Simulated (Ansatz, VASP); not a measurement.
## BP in VASP and in Ansatz

```xyz
2
Lattice="0.0000 2.2989 2.2989 2.2989 0.0000 2.2989 2.2989 2.2989 0.0000" Properties=species:S:1:pos:R:3 pbc="T T T"
P     3.4483    3.4483    3.4483
B     0.0000    0.0000    0.0000
```

Alike in both runs: task single point; functional b88 exchange, pbe correlation; k mesh 10 × 10 × 10; occupations fermi-dirac, width 0.05 eV; no spin polarisation.

```csv
,VASP,Ansatz
version,VASP 6.6.1,Ansatz 0.2.0
potentials or method,"VASP PAW PBE potentials, release 64 (P, B)",Ansatz PAW
plane-wave cutoff (eV),500,420
valence electrons in the cell,8,8
```

Ansatz gave:

| Item | Value |
| --- | --- |
| gap on the k mesh at the Fermi level (eV) | 1.30 |
| least direct gap on the mesh (eV) | 3.37 |
| pressure (GPa) | -4.6 |

**Question.** What did VASP give for the same quantities?

**Answer.** gap on the k mesh at the Fermi level (eV): 1.30; least direct gap on the mesh (eV): 3.36; pressure (GPa): -4.8.

VASP's potentials were made for PBE, not for b88 exchange, pbe correlation.
